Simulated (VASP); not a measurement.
# SiGe (P6_3mc) in VASP: notebook, part 2 of 2

VASP 6.6.1. The steps go on from the part before.

## (4) Single point, r2SCAN

Contents of POSCAR:

```
SiGe
1.0
    3.9043776432      0.0000000000      0.0000000000
   -1.9521888216      3.3812902250      0.0000000000
    0.0000000000      0.0000000000      6.4536796672
Si Ge
2 2
Direct
    0.6666666667      0.3333333333      0.8744661519
    0.3333333333      0.6666666667      0.3744661519
    0.6666666667      0.3333333333      0.5005328481
    0.3333333333      0.6666666667      0.0005328481
```

Contents of INCAR.step1:

```
SYSTEM = SiGe
PREC = Accurate
ENCUT = 520
ISMEAR = 0
SIGMA = 0.05
LREAL = .FALSE.
LASPH = .TRUE.
NELM = 80
NBANDS = 26
GGA = PE
ALGO = Normal
EDIFF = 1E-4
LWAVE = .TRUE.
LCHARG = .FALSE.
```

Contents of INCAR.step2:

```
SYSTEM = SiGe
PREC = Accurate
ENCUT = 520
EDIFF = 1E-7
ISMEAR = 0
SIGMA = 0.05
LREAL = .FALSE.
LASPH = .TRUE.
NELM = 80
ALGO = Normal
ISIF = 2
LWAVE = .FALSE.
LCHARG = .FALSE.
METAGGA = R2SCAN
LMIXTAU = .TRUE.
NBANDS = 26
ISTART = 1
```

Contents of KPOINTS:

```
Automatic mesh
0
G
  6 6 4
  0 0 0
```

Potentials or basis: VASP PAW PBE potentials, release 64 (Si, Ge_d).

On the command line:

```sh
cat potpaw_PBE.64/Si/POTCAR potpaw_PBE.64/Ge_d/POTCAR > POTCAR
cp INCAR.step1 INCAR
mpirun -np 1 vasp_std > vasp.out
cp INCAR.step2 INCAR
mpirun -np 1 vasp_std > vasp.out
```

OUTCAR:

```text
SYSTEM = SiGe
   PREC = Accurate
   ENCUT = 520
   EDIFF = 1E-7
   ISMEAR = 0
   LREAL = .FALSE.
   LASPH = .TRUE.
   NELM = 80
   ISIF = 2
   METAGGA = R2SCAN
   ISTART = 1

 ion  position               nearest neighbor table
   1  0.667  0.333  0.874-   4 2.40   4 2.40   4 2.40   3 2.41
   2  0.333  0.667  0.374-   3 2.40   3 2.40   3 2.40   4 2.41
   3  0.667  0.333  0.501-   2 2.40   2 2.40   2 2.40   1 2.41
   4  0.333  0.667  0.001-   1 2.40   1 2.40   1 2.40   2 2.41

  LATTYP: Found a hexagonal cell.
 ALAT       =     3.9043776432
 C/A-ratio  =     1.6529342848

  Lattice vectors:

 A1 = (   3.9043776432,   0.0000000000,   0.0000000000)
 A2 = (  -1.9521888216,   3.3812902250,   0.0000000000)
 A3 = (   0.0000000000,   0.0000000000,   6.4536796672)

Analysis of symmetry for initial positions (statically):
=====================================================================
 Subroutine PRICEL returns:
 Original cell was already a primitive cell.

 Routine SETGRP: Setting up the symmetry group for a
 hexagonal supercell.

 Subroutine GETGRP returns: Found 12 space group operations
 (whereof  6 operations were pure point group operations)
 out of a pool of 24 trial point group operations.

The static configuration has the point symmetry C_3v.
 The point group associated with its full space group is C_6v.

Analysis of symmetry for dynamics (positions and initial velocities):
=====================================================================
 Subroutine PRICEL returns:
 Original cell was already a primitive cell.

 Routine SETGRP: Setting up the symmetry group for a
 hexagonal supercell.

 Subroutine GETGRP returns: Found 12 space group operations
 (whereof  6 operations were pure point group operations)
 out of a pool of 24 trial point group operations.

The dynamic configuration has the point symmetry C_3v.
 The point group associated with its full space group is C_6v.

 Subroutine INISYM returns: Found 12 space group operations
 (whereof  6 operations are pure point group operations),
 and found     1 'primitive' translations
[... 115 lines left out ...]
     AMIX_MAG =   1.60;   BMIX_MAG =  1.00
  volume/ion in A,a.u.               =      21.30       143.74
  Fermi-wavevector in a.u.,A,eV,Ry     =   1.228462  2.321457 20.532813  1.509119
  Thomas-Fermi vector in A             =   2.363387
   LORBIT       =      0    0 simple, 1 ext, 2 COOP (PROOUT), +10 PAW based schemes
   METAGGA = R2SCAN    functional components
   LHFCALC =     F    Hartree Fock is set to
   AEXX    =    0.0000 exact exchange contribution
   IVDW    =     0    specifies the selected vdW correction
   LEPSILON=     F    determine dielectric tensor
   LRPA    =     F    only Hartree local field effects (RPA)
 non-spin polarized calculation
 Gauss-broadening in eV      SIGMA  =   0.05
  energy-cutoff  :      520.00
  volume of cell :       85.20
 maximum number of plane-waves:      2316
 NGX is ok and might be reduce to    30
   NGX = 15   NGY = 15   NGZ = 23

 number of electron      35.9999968 magnetization

 Free energy of the ion-electron system (eV)
  ---------------------------------------------------
  ext. energy  EPLUGINS =         0.00000000
  ---------------------------------------------------
  free energy    TOTEN  =       -45.14729677 eV

  energy without entropy =      -45.14729677  energy(sigma->0) =      -45.14729677

 E-fermi :   5.7858     XC(G=0): -10.3715

 val. band max:        5.4805681245   @ k =   0.0000   0.0000   0.0000
 cond. band min:       6.1410124180   @ k =   0.5000  -0.0000   0.0000
 fundamental gap:      0.6604442935
 Fermi energy:         5.7858053999

 k-point     1 :       0.0000    0.0000    0.0000
  band No.  band energies     occupation
      1     -19.7467      2.00000
      2     -19.7467      2.00000
      3     -19.7418      2.00000
      4     -19.7418      2.00000
      5     -19.7384      2.00000
      6     -19.7384      2.00000
[... 598 lines left out ...]
     25      12.7466      0.00000
     26      12.7466      0.00000

------------------------ aborting loop because EDIFF is reached ----------------------------------------

  FORCE on cell =-STRESS in cart. coord.  units (eV):
  Direction    XX          YY          ZZ          XY          YZ          ZX
  --------------------------------------------------------------------------------------
  -------------------------------------------------------------------------------------
  Total        0.0139930      0.0139930     -0.0815346      0.0000000      0.0000000      0.0000000
  in kB        0.2631356      0.2631356     -1.5332433      0.0000000      0.0000000      0.0000000
  external PRESSURE =      -0.3356574 kB  Pullay stress =       0.0000000 kB

 VOLUME and BASIS-vectors are now :
 -----------------------------------------------------------------------------
  energy-cutoff  :      520.00
  volume of cell :       85.20
      direct lattice vectors                 reciprocal lattice vectors
     3.904377643  0.000000000  0.000000000     0.256122766  0.147872548  0.000000000
    -1.952188822  3.381290225  0.000000000     0.000000000  0.295745095  0.000000000
     0.000000000  0.000000000  6.453679667     0.000000000  0.000000000  0.154950362

 POSITION                                       TOTAL-FORCE (eV/Angst)
 -----------------------------------------------------------------------------------
      1.95219      1.12710      5.64352         0.000000     -0.000000      0.002284
     -0.00000      2.25419      2.41668        -0.000000      0.000000      0.002284
      1.95219      1.12710      3.23028        -0.000000      0.000000     -0.002284
     -0.00000      2.25419      0.00344         0.000000     -0.000000     -0.002284
 -----------------------------------------------------------------------------------
    total drift:                               -0.000000     -0.000000      0.018534

  FREE ENERGIE OF THE ION-ELECTRON SYSTEM (eV)
  ---------------------------------------------------
  free  energy   TOTEN  =       -45.1472967660 eV

  energy  without entropy=      -45.1472967660  energy(sigma->0) =      -45.14729677
```

Run time: 1.9 min. Hardware: 1 thread of Intel Xeon 6975P-C (Granite Rapids), shared host; peak memory 0.21 GiB.

Results:

```yaml
Free_energy: -45.1473 eV
Pressure: 0.0 GPa
Band_gap_on_the_k_mesh: 0.66 eV, indirect (least direct gap 0.78 eV)
```

Forces on the atoms (eV/Å):
```
Si   0.000  0.000  0.002
Si   0.000  0.000  0.002
Ge   0.000  0.000 -0.002
Ge   0.000  0.000 -0.002
```

Levels at points of the mesh, in eV from the valence-band top:
| k point | band 14 | band 15 | band 16 | band 17 | band 18 | band 19 | band 20 | band 21 | band 22 | band 23 |
| --- | --- | --- | --- | --- | --- | --- | --- | --- | --- | --- |
| (0.00, 0.00, 0.00) | -1.66 | -1.66 | -0.33 | 0.00 | 0.00 | 0.78 | 1.91 | 2.23 | 2.23 | 2.93 |
| (0.50, 0.00, 0.00) | -6.63 | -4.92 | -3.32 | -3.09 | -1.61 | 0.66 | 2.33 | 3.54 | 3.60 | 4.54 |
| (0.00, 0.00, 0.50) | -4.70 | -1.01 | -1.01 | -1.01 | -1.01 | 1.58 | 1.58 | 3.34 | 3.34 | 3.34 |
| (0.50, 0.00, 0.50) | -7.87 | -2.71 | -2.71 | -2.63 | -2.63 | 0.92 | 0.92 | 2.11 | 2.11 | 6.19 |

Caveat: the PAW data sets were made with another functional, which shifts forces and pressure a little. r2SCAN opens gaps a little over a GGA but as a rule still falls short of measured ones.

## (5) Single point, r2SCAN (equal strain along all axes, cell held: -3.0 %, then relaxed in part)

Contents of POSCAR:

```
SiGe
1.0
    3.7872463137      0.0000000000      0.0000000000
   -1.8936231569      3.2798515181      0.0000000000
    0.0000000000      0.0000000000      6.2600692772
Si Ge
2 2
Direct
    0.6666666667      0.3333333333      0.8742631104
    0.3333333333      0.6666666667      0.3742631104
    0.6666666667      0.3333333333      0.5007358896
    0.3333333333      0.6666666667      0.0007358896
```

Contents of INCAR.step1:

```
PREC = Accurate ; ENCUT = 520
ISMEAR = 0 ; SIGMA = 0.02
LREAL = F ; LASPH = T
NELM = 80 ; NBANDS = 26
GGA = PE ; ALGO = Normal
EDIFF = 1E-4 ; LWAVE = T
LCHARG = F
```

Contents of INCAR.step2:

```
PREC = Accurate ; ENCUT = 520
EDIFF = 1E-7 ; ISMEAR = 0
SIGMA = 0.02 ; LREAL = F
LASPH = T ; NELM = 80
ALGO = Normal ; ISIF = 2
LWAVE = F ; LCHARG = F
METAGGA = R2SCAN ; LMIXTAU = T
NBANDS = 26 ; ISTART = 1
```

Contents of KPOINTS:

```
Automatic mesh
0
Gamma
  12 12 4
```

Potentials or basis: VASP PAW PBE potentials, release 64 (Si, Ge_d).

On the command line:

```sh
cat potpaw_PBE.64/Si/POTCAR potpaw_PBE.64/Ge_d/POTCAR > POTCAR
cp INCAR.step1 INCAR
mpirun -np 1 vasp_std > vasp.out
cp INCAR.step2 INCAR
mpirun -np 1 vasp_std > vasp.out
```

OUTCAR:

```text
PREC = Accurate
   ENCUT = 520
   EDIFF = 1E-7
   ISMEAR = 0
   LREAL = F
   LASPH = T
   NELM = 80
   ISIF = 2
   METAGGA = R2SCAN
   ISTART = 1

 ion  position               nearest neighbor table
   1  0.667  0.333  0.874-   4 2.33   4 2.33   4 2.33   3 2.34
   2  0.333  0.667  0.374-   3 2.33   3 2.33   3 2.33   4 2.34
   3  0.667  0.333  0.501-   2 2.33   2 2.33   2 2.33   1 2.34
   4  0.333  0.667  0.001-   1 2.33   1 2.33   1 2.33   2 2.34

  LATTYP: Found a hexagonal cell.
 ALAT       =     3.7872463137
[... 888 lines left out ...]
     25      14.3997      0.00000
     26      14.6735      0.00000

 [... further k-points ...]
[... 5 lines left out ...]
  --------------------------------------------------------------------------------------
  -------------------------------------------------------------------------------------
  Total        4.4937015      4.4937015      4.6621181     -0.0000000      0.0000000      0.0000000
  in kB       92.5886882     92.5886882     96.0587612     -0.0000000      0.0000000      0.0000000
  external PRESSURE =      93.7453792 kB  Pullay stress =       0.0000000 kB

 VOLUME and BASIS-vectors are now :
 -----------------------------------------------------------------------------
  energy-cutoff  :      520.00
  volume of cell :       77.76
      direct lattice vectors                 reciprocal lattice vectors
     3.787246314  0.000000000  0.000000000     0.264044088  0.152445925  0.000000000
    -1.893623157  3.279851518  0.000000000     0.000000000  0.304891851  0.000000000
     0.000000000  0.000000000  6.260069277     0.000000000  0.000000000  0.159742641

 POSITION                                       TOTAL-FORCE (eV/Angst)
 -----------------------------------------------------------------------------------
      1.89362      1.09328      5.47295         0.000000     -0.000000     -0.002715
     -0.00000      2.18657      2.34291        -0.000000      0.000000     -0.002715
      1.89362      1.09328      3.13464        -0.000000      0.000000      0.002715
     -0.00000      2.18657      0.00461         0.000000      0.000000      0.002715
 -----------------------------------------------------------------------------------
    total drift:                               -0.000001     -0.000001     -0.001142

  FREE ENERGIE OF THE ION-ELECTRON SYSTEM (eV)
  ---------------------------------------------------
  free  energy   TOTEN  =       -44.9747815361 eV

  energy  without entropy=      -44.9747815361  energy(sigma->0) =      -44.97478154
```

OUTCAR.step1:

```text
PREC = Accurate
   ENCUT = 520
   ISMEAR = 0
   LREAL = F
[... 927 lines left out ...]
      1.89362      1.09328      5.47295        -0.000000      0.000000     -0.002780
     -0.00000      2.18657      2.34291        -0.000000     -0.000000     -0.002780
      1.89362      1.09328      3.13464         0.000000     -0.000000      0.002780
     -0.00000      2.18657      0.00461        -0.000000      0.000000      0.002780
 -----------------------------------------------------------------------------------
    total drift:                               -0.000001     -0.000001      0.000588

  FREE ENERGIE OF THE ION-ELECTRON SYSTEM (eV)
  ---------------------------------------------------
  free  energy   TOTEN  =       -19.4168239438 eV

  energy  without entropy=      -19.4168239438  energy(sigma->0) =      -19.41682394
```

Run time: 2.7 min. Hardware: 1 thread of Intel Xeon 6975P-C (Granite Rapids), shared host; peak memory 0.25 GiB.

Results:

* Free energy: -44.9748 eV
* Pressure: 9.4 GPa
* Band gap on the k mesh: 0.50 eV, indirect (least direct gap 1.06 eV)

Forces in eV/Å, atoms in the order of the input:
```
Si   0.000  0.000 -0.003
Si   0.000  0.000 -0.003
Ge   0.000  0.000  0.003
Ge   0.000  0.000  0.003
```

Stress tensor (GPa, compression positive):
```
9.26 0.00 0.00
0.00 9.26 0.00
0.00 0.00 9.61
```

Caveat: the cell differs from its parent crystal (equal strain along all axes, cell held: -3.0 %, then relaxed in part); the PAW data sets were made with another functional, which shifts forces and pressure a little. A k mesh can miss the band edges.

## (6) Single point, r2SCAN

This run uses another cell than the first one, of 19.44 Å³/atom, 0.913 times its volume.

POSCAR is that of step 5.

Contents of INCAR.step1:

```
SYSTEM = SiGe
ALGO     = Normal         ! electronic algorithm
EDIFF    = 1E-4           ! SCF threshold, eV
ENCUT    = 520            ! plane-wave cutoff, eV
GGA      = PE             ! functional
ISMEAR   = 0              ! smearing method
LASPH    = .TRUE.         ! aspherical terms in the spheres
LCHARG   = .FALSE.        ! write CHGCAR
LREAL    = .FALSE.        ! projectors in reciprocal space
LWAVE    = .TRUE.         ! write WAVECAR
NBANDS   = 26             ! bands
NELM     = 100            ! most SCF steps
PREC     = Accurate       ! precision mode
SIGMA    = 0.02           ! smearing width, eV
```

Contents of INCAR.step2:

```
SYSTEM = SiGe
ALGO     = Normal         ! electronic algorithm
EDIFF    = 1E-6           ! SCF threshold, eV
ENCUT    = 520            ! plane-wave cutoff, eV
ISIF     = 2              ! what is computed and relaxed
ISMEAR   = 0              ! smearing method
ISTART   = 1            
LASPH    = .TRUE.         ! aspherical terms in the spheres
LCHARG   = .TRUE.         ! write CHGCAR
LELF     = .TRUE.         ! ELF
LMIXTAU  = .TRUE.       
LREAL    = .FALSE.        ! projectors in reciprocal space
LVHAR    = .TRUE.       
LWAVE    = .FALSE.        ! write WAVECAR
METAGGA  = R2SCAN         ! meta-GGA
NBANDS   = 26             ! bands
NELM     = 100            ! most SCF steps
PREC     = Accurate       ! precision mode
SIGMA    = 0.02           ! smearing width, eV
```

Contents of KPOINTS:

```
k-points
0
G
  12 12 4
  0 0 0
```

Potentials or basis: VASP PAW PBE potentials, release 64 (Si, Ge_d).

On the command line:

```sh
cat potpaw_PBE.64/Si/POTCAR potpaw_PBE.64/Ge_d/POTCAR > POTCAR
cp INCAR.step1 INCAR
mpirun -np 1 vasp_std > vasp.out
cp INCAR.step2 INCAR
mpirun -np 1 vasp_std > vasp.out
```

Wall time 2.6 min (1 thread of Intel Xeon 6975P-C (Granite Rapids), shared host); peak memory 0.25 GiB.

Results (log left out):

```
Free energy            : -44.9748 eV
Pressure               : 9.4 GPa
Band gap on the k mesh : 0.50 eV, indirect (least direct gap 1.06 eV)
```

Forces in eV/Å, atoms in the order of the input:
```
Si   0.000  0.000 -0.003
Si   0.000  0.000 -0.003
Ge   0.000  0.000  0.003
Ge   0.000  0.000  0.003
```

Stress tensor (GPa, compression positive):
```
9.26 0.00 0.00
0.00 9.26 0.00
0.00 0.00 9.60
```

Levels at points of the mesh, in eV from the valence-band top:
```
           k point  band 14  band 15  band 16  band 17  band 18  band 19  band 20  band 21  band 22  band 23
(0.00, 0.00, 0.00)    -1.84    -1.84    -0.41     0.00     0.00     1.06     2.17     2.17     2.43     3.50
(0.50, 0.00, 0.00)    -6.93    -5.43    -3.66    -3.49    -1.77     0.50     2.52     3.48     3.54     4.82
(0.00, 0.00, 0.50)    -4.96    -1.13    -1.13    -1.13    -1.13     1.89     1.89     3.34     3.34     3.34
(0.50, 0.00, 0.50)    -8.33    -2.97    -2.97    -2.91    -2.91     0.95     0.95     1.96     1.96     6.37
```

Caveat: the PAW data sets were made with another functional, which shifts forces and pressure a little.

## (7) Overview

```tsv
cell	k mesh	smearing	gap on the mesh (eV)	pressure (GPa)
a = 3.904, b = 3.904, c = 6.454 Å, angles 90.0, 90.0, 120.0°, 4 atoms	12 × 12 × 4	gaussian 0.05 eV	0.66	-0.1
a = 3.904, b = 3.904, c = 6.454 Å, angles 90.0, 90.0, 120.0°, 4 atoms	12 × 12 × 6	gaussian 0.05 eV	0.66	0.0
a = 3.904, b = 3.904, c = 6.454 Å, angles 90.0, 90.0, 120.0°, 4 atoms	6 × 6 × 4	gaussian 0.05 eV	0.66	0.0
a = 3.787, b = 3.787, c = 6.260 Å, angles 90.0, 90.0, 120.0°, 4 atoms	12 × 12 × 4	gaussian 0.02 eV	0.50	9.4
```

Alike in all rows: task single point; level r2SCAN; potentials or basis VASP PAW PBE potentials, release 64 (Si, Ge_d); no spin polarisation; cutoff (eV) 520.

On the cell as given the gap runs from 0.66 eV (r2SCAN) to 0.66 eV (r2SCAN); the meshes differ, which moves gaps too.

Caveats: the PAW data sets were made with another functional, which shifts forces and pressure a little.

Absolute energies hang on the potentials; compare differences alone.
